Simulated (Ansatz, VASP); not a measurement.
Ni3Pt in VASP and in Ansatz

The input INCAR:

```
  ALGO = Normal
  EDIFF = 1E-7
  ENCUT = 520
  GGA = CA
  ISIF = 2
  ISMEAR = -1
  ISPIN = 2
  LASPH = T
  LCHARG = F
  LMAXMIX = 4
  LORBIT = 11
  LREAL = F
  LWAVE = F
  MAGMOM = 1.5 1.5 1.5 0.6
  NBANDS = 32
  NELM = 150
  PREC = Accurate
  SIGMA = 0.05
```

KPOINTS

```
k-points
0
Gamma
  9 9 9
```

File POSCAR:

```
Ni3Pt
1.0
    3.4733642582      0.0000000000      0.0000000000
    0.0000000000      3.4733642582      0.0000000000
    0.0000000000      0.0000000000      3.4733642582
Ni Pt
3 1
Direct
    0.5000000000      0.0000000000      0.5000000000
    0.0000000000      0.5000000000      0.5000000000
    0.5000000000      0.5000000000      0.0000000000
    0.0000000000      0.0000000000      0.0000000000
```

Input for Ansatz:

```yaml
crystal:
  lattice:
    - [3.4733642582, 0.0, 0.0]
    - [0.0, 3.4733642582, 0.0]
    - [0.0, 0.0, 3.4733642582]
  atoms:
    - { symbol: Ni, position: [0.5, 0.0, 0.5], spin: 1.5 }
    - { symbol: Ni, position: [0.0, 0.5, 0.5], spin: 1.5 }
    - { symbol: Ni, position: [0.5, 0.5, 0.0], spin: 1.5 }
    - { symbol: Pt, position: [0.0, 0.0, 0.0], spin: 0.6 }
magnetization:
  spin_polarized: true
kpoints:
  mp_grid: { grid: [9, 9, 9] }
scf:
  occupations: { method: fermi_dirac, width: 0.05 }
  lower_state_search: "off"
hamiltonian:
  xc: lda
  pseudopotentials: { kind: all_electron, lapw: { basis_error: 0.001 } }
output:
  forces: true
  stress: true
  eigenvalues: false
  populations: true
```

Change from the starting cell: volume scaled by 0.88, LAPW.

Alike in both runs: task single point; functional LDA; k mesh 9 × 9 × 9; occupations fermi-dirac, width 0.05 eV; collinear spin.

|  | VASP | Ansatz |
| --- | --- | --- |
| version | VASP 6.6.1 | Ansatz 0.2.0 |
| potentials or method | VASP PAW LDA potentials, release 64 (Ni, Pt), cutoff 520 eV | all-electron LAPW, scalar-relativistic |

Ansatz gave:

| Quantity | Value |
| --- | --- |
| pressure (GPa) | 24.3 |
| net moment per atom (μB) | 0.45 |
| size of the moment on the site where the two differ most (μB) | 0.53 |

Problem. Which values does VASP return?

Solution. Pressure (GPa): 24.1; net moment per atom (μB): 0.39; size of the moment on the site where the two differ most (μB): 0.44.

LDA's correlation is that of Perdew and Zunger in VASP and of Perdew and Wang (1992) in Ansatz. Site moments also hang on the region over which each program counts them. Ansatz ran all-electron here, and VASP with PAW potentials.

Neither program's run includes spin-orbit coupling.
